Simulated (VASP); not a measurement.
Write the native input for VASP 6.6.1 that does the following.

| Property | Result |
| --- | --- |
| Task | single point |
| Functional | PBEsol |
| Potentials or basis | VASP PAW PBE potentials, release 64 (Hg) |
| Cutoff | 520 eV |
| k mesh | 15 × 15 × 8 |
| Occupations | fermi-dirac, width 0.08 eV |
| Spin | no spin polarisation |
| Dipole correction | no |
| Further INCAR settings | ALGO = Normal; EDIFF = 1e-06; NBANDS = 19 |

The structure of Hg lies in POSCAR:

```
Hg
1.0
    2.4354398003      0.0000000000      0.0000000000
   -1.2177199001      2.1091527365      0.0000000000
    0.0000000000      0.0000000000      3.9661803417
Hg
2
Direct
    0.3333333333      0.6666666667      0.2500000000
    0.6666666667      0.3333333333      0.7500000000
```

This cell differs from its parent crystal: volume scaled by 0.43.

One way to write it, as run:

INCAR

```
PREC = Accurate ; ENCUT = 520
EDIFF = 1E-6 ; ISMEAR = -1
SIGMA = 0.08 ; LREAL = False
LASPH = True ; NELM = 60
ALGO = Normal ; ISIF = 2
LWAVE = False ; LCHARG = False
GGA = PS ; NBANDS = 19
```

KPOINTS

```
Automatic mesh
0
Gamma
  15 15 8
```

Potentials or basis: VASP PAW PBE potentials, release 64 (Hg).

Run with:

```bash
$ cat potpaw_PBE.64/Hg/POTCAR > POTCAR
$ mpirun -np 1 vasp_std > vasp.out
```

It gave:

```json
{
  "Pressure": "505.8 GPa",
  "Band gap on the k mesh": "zero (band 12 reaches 17.61 eV, above the bottom of band 13 at 15.16 eV)"
}
```

Caveat: the PAW data sets were made with another functional, which shifts forces and pressure a little; spin-orbit coupling is left out, which moves the levels of the heavy elements.

Wall time 46 s on 1 thread of Intel(R) Xeon(R) Platinum 8259CL CPU @ 2.50GHz (Skylake/Cascade Lake), with other jobs on the host, peak memory 0.16 GiB.
